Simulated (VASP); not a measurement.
# MgO (rock salt type) (Fm-3m) in VASP: a series of runs, part 3 of 3

VASP 6.6.1. Earlier steps stand in the parts before.

## Step 6: Single point, HSE06

This run uses another cell than the first one, of 9.69 Å³/atom.

File POSCAR:

```
MgO
1.0
    0.0000000000      2.1320598525      2.1320598525
    2.1320598525      0.0000000000      2.1320598525
    2.1320598525      2.1320598525      0.0000000000
Mg O
1 1
Direct
    0.0000000000      0.0000000000      0.0000000000
    0.5000000000      0.5000000000      0.5000000000
```

File INCAR.step1:

```
PREC = Accurate
ENCUT = 520
EDIFF = 1E-5
ISMEAR = -1
SIGMA = 0.05
LREAL = F
LASPH = T
NELM = 60
ALGO = Normal
ISIF = 2
LWAVE = T
LCHARG = F
NBANDS = 11
GGA = PE
```

File INCAR.step2:

```
PREC = Accurate
ENCUT = 520
EDIFF = 1E-6
ISMEAR = -1
SIGMA = 0.05
LREAL = F
LASPH = T
NELM = 60
ALGO = Normal
ISIF = 2
LWAVE = F
LCHARG = F
GGA = PE
LHFCALC = T
HFSCREEN = 0.2079
PRECFOCK = Normal
NBANDS = 11
ISTART = 1
```

File KPOINTS:

```
Automatic mesh
0
Gamma
  4 4 4
```

Potentials or basis: VASP PAW PBE potentials, release 64 (Mg, O).

Run with:

```
cat potpaw_PBE.64/Mg/POTCAR potpaw_PBE.64/O/POTCAR > POTCAR
cp INCAR.step1 INCAR
mpirun -np 1 vasp_std > vasp.out
cp INCAR.step2 INCAR
mpirun -np 1 vasp_std > vasp.out
```

OUTCAR:

```text
PREC = Accurate
   ENCUT = 520
   EDIFF = 1E-6
   ISMEAR = -1
   LREAL = F
   LASPH = T
   NELM = 60
   ISIF = 2
   GGA = PE
   LHFCALC = T
   HFSCREEN = 0.2079
   PRECFOCK = Normal
   ISTART = 1

 ion  position               nearest neighbor table
   1  0.000  0.000  0.000-   2 2.13   2 2.13   2 2.13   2 2.13   2 2.13   2 2.13
   2  0.500  0.500  0.500-   1 2.13   1 2.13   1 2.13   1 2.13   1 2.13   1 2.13

  LATTYP: Found a face centered cubic cell.
 ALAT       =     4.2641197050

  Lattice vectors:

 A1 = (   0.0000000000,   2.1320598525,   2.1320598525)
 A2 = (   2.1320598525,   0.0000000000,   2.1320598525)
 A3 = (   2.1320598525,   2.1320598525,   0.0000000000)

Analysis of symmetry for initial positions (statically):
=====================================================================
 Subroutine PRICEL returns:
 Original cell was already a primitive cell.

 Routine SETGRP: Setting up the symmetry group for a
 face centered cubic supercell.

 Subroutine GETGRP returns: Found 48 space group operations
 (whereof 48 operations were pure point group operations)
 out of a pool of 48 trial point group operations.

The static configuration has the point symmetry O_h .

Analysis of symmetry for dynamics (positions and initial velocities):
=====================================================================
 Subroutine PRICEL returns:
 Original cell was already a primitive cell.

 Routine SETGRP: Setting up the symmetry group for a
 face centered cubic supercell.

 Subroutine GETGRP returns: Found 48 space group operations
 (whereof 48 operations were pure point group operations)
 out of a pool of 48 trial point group operations.

The dynamic configuration has the point symmetry O_h .

 Subroutine INISYM returns: Found 48 space group operations
 (whereof 48 operations are pure point group operations),
 and found     1 'primitive' translations

----------------------------------------------------------------------------------------

                                     Primitive cell

  volume of cell :      19.3833

  direct lattice vectors                    reciprocal lattice vectors
     0.000000000  2.132059852  2.132059852    -0.234514992  0.234514992  0.234514992
     2.132059852  0.000000000  2.132059852     0.234514992 -0.234514992  0.234514992
     2.132059852  2.132059852  0.000000000     0.234514992  0.234514992 -0.234514992

  length of vectors
     3.015187959  3.015187959  3.015187959     0.406191882  0.406191882  0.406191882

  position of ions in fractional coordinates (direct lattice)
     0.000000000  0.000000000  0.000000000
     0.500000000  0.500000000  0.500000000

  ion indices of the primitive-cell ions
   primitive index   ion index
                 1           1
                 2           2

----------------------------------------------------------------------------------------

 KPOINTS: Automatic mesh

Automatic generation of k-mesh.
 Grid dimensions read from file:
 generate k-points for:    4    4    4

[... 29 lines left out ...]
   number of dos      NEDOS =    301   number of ions     NIONS =      2
   total plane-waves  NPLWV =  13824
   dimension x,y,z NGX =    24 NGY =   24 NGZ =   24
   dimension x,y,z NGXF=    48 NGYF=   48 NGZF=   48
   ions per type =               1   1
   NGX,Y,Z   is equivalent  to a cutoff of  13.23, 13.23, 13.23 a.u.
   NGXF,Y,Z  is equivalent  to a cutoff of  26.47, 26.47, 26.47 a.u.
 SYSTEM =  unknown system
   PREC   = accura    normal or accurate (medium, high low for compatibility)
   ISTART =      1    job   : 0-new  1-cont  2-samecut
   ICHARG =      0    charge: 1-file 2-atom 10-const
   ISPIN  =      1    spin polarized calculation?
   LNONCOLLINEAR =      F non collinear calculations
   LSORBIT =      F    spin-orbit coupling
   LASPH  =      T    aspherical Exc in radial PAW
   ENCUT  =  520.0 eV  38.22 Ry    6.18 a.u.   5.61  5.61  5.61*2*pi/ulx,y,z
   NELM   =     60;   NELMIN=  2; NELMDL=  0     # of ELM steps
   EDIFF  = 0.1E-05   stopping-criterion for ELM
   LREAL  =      F    real-space projection
   EDIFFG = 0.1E-04   stopping-criterion for IOM
   NSW    =      0    number of steps for IOM
   IBRION =     -1    ionic relax: 0-MD 1-quasi-New 2-CG
   NFREE  =      0    steps in history (QN), initial steepest desc. (CG)
   ISIF   =      2    stress and relaxation
   ISYM   =      3    0-nonsym 1-usesym 2-fastsym
   POTIM  = 0.5000    time-step for ionic-motion
   TEBEG  =    0.0;   TEEND  =   0.0 temperature during run
   PSTRESS=    0.0 pullay stress
   NELECT =       8.0000    total number of electrons
   NUPDOWN=      -1.0000    fix difference up-down
   EMIN   =  10.00;   EMAX   =-10.00  energy-range for DOS
   EFERMI =   0.00;   METHOD = LEGACY
   ISMEAR =    -1;   SIGMA  =   0.05  broadening in eV -4-tet -1-fermi 0-gaus
   EFERMI_NEDOS =   21; number of points for ismear=-14 and -15
   IALGO  =     38    algorithm
   IMIX   =      1    mixing-type and parameters
     AMIX     =   0.40;   BMIX     =  1.00
     AMIX_MAG =   1.60;   BMIX_MAG =  1.00
  volume/ion in A,a.u.               =       9.69        65.40
  Fermi-wavevector in a.u.,A,eV,Ry     =   1.218883  2.303355 20.213854  1.485676
  Thomas-Fermi vector in A             =   2.354154
   LORBIT       =      0    0 simple, 1 ext, 2 COOP (PROOUT), +10 PAW based schemes
   GGA     = PE    functional components
   LHFCALC =     T    Hartree Fock is set to
   PRECFOCK=normal    Normal, Fast or Accurate (Low or Medium for compatibility)
   ENCUT4O =  -1.0   cutoff for four orbital integrals eV
   NKREDX  =     1    reduce k-point grid by
   NKREDY  =     1    reduce k-point grid by
   NKREDZ  =     1    reduce k-point grid by
   AEXX    =    0.2500 exact exchange contribution
   HFSCREEN=    0.2079 screening length (either q_TF or 0.3 A-1)
   HFSCREENC=   0.2079 screening length for correlation (either q_TF or 0.3 A-1)
   ENCUTFOCK=  -1.0 apply spherical cutoff to Coloumb kernel
   IVDW    =     0    specifies the selected vdW correction
   LEPSILON=     F    determine dielectric tensor
   LRPA    =     F    only Hartree local field effects (RPA)
 non-spin polarized calculation
  energy-cutoff  :      520.00
  volume of cell :       19.38
 maximum number of plane-waves:       544
 NGX is ok and might be reduce to    24
  NGX = 18; NGY = 18; NGZ = 18

 number of electron       8.0000003 magnetization

 Free energy of the ion-electron system (eV)
  ---------------------------------------------------
  ext. energy  EPLUGINS =         0.00000000
  ---------------------------------------------------
  free energy    TOTEN  =       -14.18233212 eV

  energy without entropy =      -14.18233212  energy(sigma->0) =      -14.18233212

 E-fermi :   2.8007     XC(G=0):  -8.9592

 val. band max:        1.6903866307   @ k =   0.0000   0.0000   0.0000
 cond. band min:       7.7578167551   @ k =   0.0000   0.0000   0.0000
 fundamental gap:      6.0674301244
 Fermi energy:         2.8007112839

 k-point     1 :       0.0000    0.0000    0.0000
  band No.  band energies     occupation
      1     -16.9384      2.00000
      2       1.6904      2.00000
      3       1.6904      2.00000
      4       1.6904      2.00000
      5       7.7578      0.00000
      6      19.2050      0.00000
      7      19.2050      0.00000
      8      19.2050      0.00000
      9      23.0318      0.00000
     10      24.9248      0.00000
     11      24.9248      0.00000
[... 85 lines left out ...]
 k-point     8 :      -0.2500    0.5000    0.2500
  band No.  band energies     occupation
      1     -15.3763      2.00000
      2      -1.3512      2.00000
      3      -1.3512      2.00000
      4      -0.1310      2.00000
      5      15.0732      0.00000
      6      15.0732      0.00000
      7      15.4062      0.00000
      8      18.7875      0.00000
      9      25.3765      0.00000
     10      25.3765      0.00000
     11      29.7214      0.00000

------------------------ aborting loop because EDIFF is reached ----------------------------------------

  FORCE on cell =-STRESS in cart. coord.  units (eV):
  Direction    XX          YY          ZZ          XY          YZ          ZX
  --------------------------------------------------------------------------------------
  -------------------------------------------------------------------------------------
  Total       -0.8650815     -0.8650815     -0.8650815      0.0000000      0.0000000      0.0000000
  in kB      -71.5054957    -71.5054957    -71.5054957      0.0000000      0.0000000      0.0000000
  external PRESSURE =     -71.5054957 kB  Pullay stress =       0.0000000 kB

 VOLUME and BASIS-vectors are now :
 -----------------------------------------------------------------------------
  energy-cutoff  :      520.00
  volume of cell :       19.38
      direct lattice vectors                 reciprocal lattice vectors
     0.000000000  2.132059852  2.132059852    -0.234514992  0.234514992  0.234514992
     2.132059852  0.000000000  2.132059852     0.234514992 -0.234514992  0.234514992
     2.132059852  2.132059852  0.000000000     0.234514992  0.234514992 -0.234514992

 POSITION                                       TOTAL-FORCE (eV/Angst)
 -----------------------------------------------------------------------------------
      0.00000      0.00000      0.00000        -0.000000      0.000000      0.000000
      2.13206      2.13206      2.13206         0.000000     -0.000000     -0.000000
 -----------------------------------------------------------------------------------
    total drift:                               -0.000000     -0.000000     -0.000000

  FREE ENERGIE OF THE ION-ELECTRON SYSTEM (eV)
  ---------------------------------------------------
  free  energy   TOTEN  =       -14.1823321181 eV

  energy  without entropy=      -14.1823321180  energy(sigma->0) =      -14.18233212
```

OUTCAR.step1:

```text
PREC = Accurate
   ENCUT = 520
   EDIFF = 1E-5
   ISMEAR = -1
   LREAL = F
[... 315 lines left out ...]
      0.00000      0.00000      0.00000        -0.000000     -0.000000      0.000000
      2.13206      2.13206      2.13206         0.000000      0.000000     -0.000000
 -----------------------------------------------------------------------------------
    total drift:                               -0.000000     -0.000000      0.000000

  FREE ENERGIE OF THE ION-ELECTRON SYSTEM (eV)
  ---------------------------------------------------
  free  energy   TOTEN  =       -11.8981650438 eV

  energy  without entropy=      -11.8981650438  energy(sigma->0) =      -11.89816504
```

Run time: 60 s. Hardware: 1 thread of AMD EPYC 7R13 (Zen 3), shared host; peak memory 0.21 GiB.

Results:

| Property | Result |
| --- | --- |
| Free energy | -14.1823 eV |
| Pressure | -7.2 GPa |
| Band gap on the k mesh | 6.07 eV |

Levels at points of the mesh, in eV from the valence-band top:
```
           k point  band 2  band 3  band 4  band 5  band 6  band 7
(0.00, 0.00, 0.00)    0.00    0.00    0.00    6.07   17.51   17.51
(0.50, 0.00, 0.00)   -4.76   -0.67   -0.67    9.42   14.41   17.91
(0.50, 0.50, 0.00)   -4.22   -1.41   -1.41   10.78   11.42   14.94
```

Caveat: the k points lie up to 0.64 Å⁻¹ apart; the PAW data sets were made with another functional, which shifts forces and pressure a little.

## Step 7: The runs side by side

| cell | gap on the mesh (eV) | pressure (GPa) |
| --- | --- | --- |
| a = 2.954 Å, angles 60.0°, 2 atoms | 6.72 | 2.7 |
| a = 2.985 Å, angles 60.0°, 2 atoms | 6.38 | -2.6 |
| a = 3.015 Å, angles 60.0°, 2 atoms | 6.07 | -7.2 |

Alike in all rows: task single point; level HSE06; potentials or basis VASP PAW PBE potentials, release 64 (Mg, O); no spin polarisation; k mesh 4 × 4 × 4; cutoff (eV) 520; smearing fermi-dirac 0.05 eV.

Caveats: all runs use coarse meshes; the PAW data sets were made with another functional, which shifts forces and pressure a little.

Absolute energies hang on the potentials; compare differences alone.
